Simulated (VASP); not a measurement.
A run of VASP 6.6.1:

The input INCAR:

```
ALGO     = Normal         # electronic algorithm
EDIFF    = 1E-6           # SCF threshold, eV
EDIFFG   = -0.01          # ionic threshold
ENCUT    = 600            # plane-wave cutoff, eV
GGA      = PS             # functional
IBRION   = 2              # ionic algorithm
ISIF     = 3              # what is computed and relaxed
ISMEAR   = -1             # smearing method
ISPIN    = 2              # spin polarisation
LASPH    = True           # aspherical terms in the spheres
LCHARG   = False          # write CHGCAR
LMAXMIX  = 4              # l up to which the mixer works
LORBIT   = 11             # projections on sites
LREAL    = False          # projectors in reciprocal space
LWAVE    = False          # write WAVECAR
MAGMOM   = 3 3 3 0 0      # initial moments
NELM     = 150            # most SCF steps
NSW      = 60             # ionic steps
PREC     = Accurate       # precision mode
SIGMA    = 0.05           # smearing width, eV
```

File KPOINTS:

```
k-points
0
Gamma
  7 7 7
```

POSCAR

```
AlFe3B
1.0
    3.8223220000      0.0000000000      0.0000000000
    0.0000000000      3.8223220000      0.0000000000
    0.0000000000      0.0000000000      3.8223220000
Fe Al B
3 1 1
Direct
    0.0000000000      0.0000000000      0.5000000000
    0.0000000000      0.5000000000      0.0000000000
    0.5000000000      0.0000000000      0.0000000000
    0.5000000000      0.5000000000      0.5000000000
    0.0000000000      0.0000000000      0.0000000000
```

Potentials or basis: VASP PAW PBE potentials, release 64 (Fe, Al, B).

Launch:

```sh
$ cat potpaw_PBE.64/Fe/POTCAR potpaw_PBE.64/Al/POTCAR potpaw_PBE.64/B/POTCAR > POTCAR
$ mpirun -np 1 vasp_std > vasp.out
```

Hardware: 1 thread of Intel Xeon 8259CL (shared host).

Question: Estimate the wall time of this run.

Answer: Run time: 4.5 min on 1 thread of Intel Xeon 8259CL, with other jobs on the host, peak memory 0.24 GiB. Counts: scf iterations 34, k points 20, ion steps 3.
